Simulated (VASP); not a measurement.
**AgBiTeSe: single point with PBE**

Crystal: AgBiTeSe.

```xyz
4
Lattice="4.2022 0.0000 0.0000 0.0000 4.2022 0.0000 0.0000 0.0000 6.2923" Properties=species:S:1:pos:R:3 pbc="T T T"
Ag    0.0000    0.0000    0.0000
Bi    2.1011    2.1011    3.1461
Te    2.1011    2.1011    0.0000
Se    0.0000    0.0000    3.1461
```

```
Program                : VASP 6.6.1
Task                   : single point
Functional             : PBE
Potentials or basis    : VASP PAW PBE potentials, release 64 (Ag, Bi_d, Te, Se)
Cutoff                 : 500 eV
k mesh                 : 3 × 3 × 2
Occupations            : gaussian, width 0.01 eV
Spin                   : no spin polarisation
Dipole correction      : no
Further INCAR settings : ALGO = Normal; EDIFF = 1e-06; NBANDS = 27
```

* Pressure: 0.7 GPa
* Band gap on the k mesh: zero (band 19 reaches 6.13 eV, above the bottom of band 20 at 6.11 eV)

Stress tensor (GPa, compression positive):
```
-2.16  0.00  0.00
 0.00 -2.16  0.00
 0.00  0.00  6.30
```

Levels at points of the mesh, in eV from the Fermi level:
```
           k point  band 15  band 16  band 17  band 18  band 19  band 20  band 21  band 22  band 23  band 24
(0.00, 0.00, 0.00)    -3.97    -3.84    -1.60    -1.22    -1.22     0.77     3.34     3.55     3.55     3.96
(0.00, 0.00, 0.50)    -3.56    -2.45    -1.78    -1.42    -1.42     0.00     2.86     3.33     3.33     3.47
```

It took 43 s on 1 thread of Intel Xeon 8259CL, with other jobs on the host, peak memory 0.23 GiB.

Caveat: the k points lie up to 0.50 Å⁻¹ apart; spin-orbit coupling is left out, which moves the levels of the heavy elements.
